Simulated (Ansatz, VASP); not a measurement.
One calculation of In3Cu, two programs

INCAR

```
SYSTEM = In3Cu
PREC = Accurate
ENCUT = 520
EDIFF = 1E-7
ISMEAR = 0
SIGMA = 0.15
LREAL = .FALSE.
LASPH = .TRUE.
NELM = 100
ALGO = Fast
ISIF = 2
LWAVE = .FALSE.
LCHARG = .FALSE.
NBANDS = 33
```

Contents of KPOINTS:

```
Automatic mesh
0
G
  10 10 10
  0 0 0
```

Contents of POSCAR:

```
In3Cu
1.0
    4.2540574233      0.0764502120      0.0764502120
    0.0764502120      4.2540574233      0.0764502120
    0.0764502120      0.0764502120      4.2540574233
In Cu
3 1
Direct
    0.0000000000      0.5000000000      0.5000000000
    0.5000000000      0.0000000000      0.5000000000
    0.5000000000      0.5000000000      0.0000000000
    0.0000000000      0.0000000000      0.0000000000
```

Input for Ansatz:

```yaml
crystal:
  lattice:
    - [4.2540574233, 0.076450212, 0.076450212]
    - [0.076450212, 4.2540574233, 0.076450212]
    - [0.076450212, 0.076450212, 4.2540574233]
  atoms:
    - { symbol: In, position: [0.0, 0.5, 0.5] }
    - { symbol: In, position: [0.5, 0.0, 0.5] }
    - { symbol: In, position: [0.5, 0.5, 0.0] }
    - { symbol: Cu, position: [0.0, 0.0, 0.0] }
basis:
  ecutwfc: 520.0
kpoints:
  mp_grid: { grid: [10, 10, 10] }
hamiltonian:
  xc: lda
scf:
  occupations: { method: gaussian, width: 0.15 }
output:
  forces: true
  stress: true
  eigenvalues: true
```

Alike in both runs: task single point; functional LDA; k mesh 10 × 10 × 10; occupations gaussian, width 0.15 eV; no spin polarisation.

|  | VASP | Ansatz |
| --- | --- | --- |
| version | VASP 6.6.1 | Ansatz 0.2.0 |
| potentials or method | VASP PAW LDA potentials, release 64 (In_d, Cu), cutoff 520 eV | scalar-relativistic, plane waves, PAW |
| valence electrons in the cell | 50 | 58 |

|  | VASP | Ansatz | Ansatz less VASP |
| --- | --- | --- | --- |
| gap on the k mesh at the Fermi level (eV) | none | none | - |
| pressure (GPa) | 4.0 | 3.9 | -0.10 |
| traceless stress, the component that is largest in VASP (GPa) | -0.40 | -0.40 | 0.000 |

LDA's correlation is that of Perdew and Zunger in VASP and of Perdew and Wang (1992) in Ansatz. A gap of «none» marks a metal or a gap that the smearing closes. VASP's potentials hold 50 valence electrons a cell and Ansatz's 58, so a difference there can come from the potentials and not from the codes.
